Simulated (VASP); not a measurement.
A run of VASP 6.6.1:

The input INCAR:

```
SYSTEM = I
PREC = Accurate
ENCUT = 520
EDIFF = 1E-7
ISMEAR = 0
SIGMA = 0.005
LREAL = .FALSE.
LASPH = .TRUE.
NELM = 80
ALGO = Normal
ISIF = 2
LWAVE = .FALSE.
LCHARG = .FALSE.
GGA = PE
IVDW = 12
ISYM = 0
NBANDS = 14
```

File KPOINTS:

```
Automatic mesh
0
G
  1 1 1
  0 0 0
```

File POSCAR:

```
I
1.0
   14.0000000000      0.0000000000      0.0000000000
    0.0000000000     14.5000000000      0.0000000000
    0.0000000000      0.0000000000     15.0000000000
I
2
Direct
    0.5958101511      0.4995103697      0.5005682333
    0.4041898489      0.5004896303      0.4994317667
```

Potentials or basis: VASP PAW PBE potentials, release 64 (I).

Launch:

```console
$ cat potpaw_PBE.64/I/POTCAR > POTCAR
$ mpirun -np 1 vasp_gam > vasp.out
```

Hardware: 1 thread of Intel Xeon 8259CL, on a shared host.

Estimate the wall time of this run.

Run time: 6.7 min on 1 thread of Intel Xeon 8259CL (shared host), peak memory 1.7 GiB. Counts: scf iterations 27, k points 1.
